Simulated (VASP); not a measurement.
**Te2Pd3: single point with LDA**

Crystal: Te2Pd3.

```
CELL_PARAMETERS angstrom
4.10340 0.00000 0.00000
0.00000 4.10340 0.00000
0.00000 0.00000 6.41241
ATOMIC_POSITIONS crystal
Te 0.00000 0.00000 0.71590
Te 0.50000 0.50000 0.28831
Pd 0.50000 0.00000 0.98108
Pd 0.00000 0.50000 0.98108
Pd 0.00000 0.00000 0.30363
```

```
Program                 : VASP 6.6.1
Task                    : single point
Functional              : LDA
Potentials or basis     : VASP PAW LDA potentials, release 64 (Te, Pd)
Cutoff                  : 400 eV
k mesh                  : 10 × 10 × 6
Occupations             : gaussian, width 0.1 eV
Spin                    : no spin polarisation
Dipole correction       : no
k mesh for the DOS      : 15 × 15 × 9
Occupations for the DOS : tetrahedron
Further INCAR settings  : ALGO = Normal; EDIFF = 1e-06; NBANDS = 29
```

```yaml
Valence_electrons_inside_the_program's_atomic_spheres: Te 3.33, 3.27; Pd 9.46, 9.41 (each value once)
```

Levels at points of the mesh, in eV from the Fermi level:
```
           k point  band 17  band 18  band 19  band 20  band 21  band 22  band 23  band 24  band 25  band 26
(0.00, 0.00, 0.00)    -1.41    -1.41    -1.40    -0.57    -0.11     1.12     1.12     1.18     4.41     4.96
```

It took 5.1 min on 1 thread of Oxide Virtual Turin-like Processor (shared host), peak memory 0.36 GiB.

Caveat: spin-orbit coupling is left out, which moves the levels of the heavy elements.
